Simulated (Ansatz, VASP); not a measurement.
One calculation of SiRu, two programs

File POSCAR:

```
SiRu
1.0
    4.7048235956      0.0000000000      0.0000000000
    0.0000000000      4.7048235956      0.0000000000
    0.0000000000      0.0000000000      4.7048235956
Si Ru
4 4
Direct
    0.1624240174      0.3375759826      0.6624240174
    0.3375759826      0.6624240174      0.1624240174
    0.6624240174      0.1624240174      0.3375759826
    0.8375759826      0.8375759826      0.8375759826
    0.8705990389      0.6294009611      0.3705990389
    0.6294009611      0.3705990389      0.8705990389
    0.3705990389      0.8705990389      0.6294009611
    0.1294009611      0.1294009611      0.1294009611
```

INCAR.step1

```
SYSTEM = SiRu
ALGO     = Normal         ! electronic algorithm
EDIFF    = 1E-5           ! SCF threshold, eV
ENCUT    = 550            ! plane-wave cutoff, eV
GGA      = PE             ! functional
GGA_COMPAT= .False.      
ISMEAR   = 0              ! smearing method
LASPH    = .True.         ! aspherical terms in the spheres
LCHARG   = .False.        ! write CHGCAR
LREAL    = .False.        ! projectors in reciprocal space
LWAVE    = .True.         ! write WAVECAR
NBANDS   = 46             ! bands
NELM     = 120            ! most SCF steps
PREC     = Accurate       ! precision mode
SIGMA    = 0.01           ! smearing width, eV
```

INCAR.step2

```
SYSTEM = SiRu
ALGO     = Normal         ! electronic algorithm
EDIFF    = 1E-6           ! SCF threshold, eV
ENCUT    = 550            ! plane-wave cutoff, eV
GGA_COMPAT= .False.      
ISIF     = 2              ! what is computed and relaxed
ISMEAR   = 0              ! smearing method
ISTART   = 1            
LASPH    = .True.         ! aspherical terms in the spheres
LCHARG   = .True.         ! write CHGCAR
LELF     = .True.         ! ELF
LMIXTAU  = .True.       
LREAL    = .False.        ! projectors in reciprocal space
LVHAR    = .True.       
LWAVE    = .False.        ! write WAVECAR
METAGGA  = R2SCAN         ! meta-GGA
NBANDS   = 46             ! bands
NELM     = 120            ! most SCF steps
PREC     = Accurate       ! precision mode
SIGMA    = 0.01           ! smearing width, eV
```

KPOINTS

```
k-points
0
Gamma
  6 6 6
  0 0 0
```

Input for Ansatz:

```yaml
crystal:
  lattice:
    - [4.7048235956, 0.0, 0.0]
    - [0.0, 4.7048235956, 0.0]
    - [0.0, 0.0, 4.7048235956]
  atoms:
    - { symbol: Si, position: [0.1624240174, 0.3375759826, 0.6624240174] }
    - { symbol: Si, position: [0.3375759826, 0.6624240174, 0.1624240174] }
    - { symbol: Si, position: [0.6624240174, 0.1624240174, 0.3375759826] }
    - { symbol: Si, position: [0.8375759826, 0.8375759826, 0.8375759826] }
    - { symbol: Ru, position: [0.8705990389, 0.6294009611, 0.3705990389] }
    - { symbol: Ru, position: [0.6294009611, 0.3705990389, 0.8705990389] }
    - { symbol: Ru, position: [0.3705990389, 0.8705990389, 0.6294009611] }
    - { symbol: Ru, position: [0.1294009611, 0.1294009611, 0.1294009611] }
kpoints:
  mp_grid: { grid: [6, 6, 6] }
  band_path:
    path:
      - [0.0, 0.0, 0.0]
      - [0.0, 0.5, 0.0]
      - [0.5, 0.5, 0.0]
      - [0.5, 0.5, 0.5]
      - [0.5, 0.0, 0.0]
      - [0.0, 0.0, 0.21875]
      - [0.0, 0.231771, 0.296875]
      - [0.0, 0.1666666667, 0.3333333333]
    npoints: 1
hamiltonian:
  xc: r2scan
scf:
  occupations: { method: fixed }
  n_extra_bands: 6
output:
  forces: true
  stress: true
  eigenvalues: true
  write_density: true
  write_potential: true
  elf: true
  volumetric_format: npy
```

Alike in both runs: task single point; functional r2SCAN; k mesh 6 × 6 × 6; no spin polarisation.

|  | VASP | Ansatz |
| --- | --- | --- |
| version | VASP 6.6.1 | Ansatz 0.2.0 |
| potentials or method | VASP PAW PBE potentials, release 64 (Si, Ru_pv) | plane waves, PAW |
| plane-wave cutoff (eV) | 550 | 500 |
| occupations | gaussian, width 0.01 eV | fixed |
| valence electrons in the cell | 72 | 80 |

Ansatz gave:

```
gap on the k mesh at the Fermi level (eV) : 0.35
pressure (GPa)                            : 0.0
rms of the force components (eV/Å)        : 0.000
```

Estimate VASP's values.

gap on the k mesh at the Fermi level (eV): 0.35; pressure (GPa): 0.7; rms of the force components (eV/Å): 0.010.

VASP's potentials were made for PBE, not for r2SCAN. Atom by atom the forces differ by 0.010 eV/Å (rms over components). VASP's potentials hold 72 valence electrons a cell and Ansatz's 80, so a difference there can come from the potentials and not from the codes.
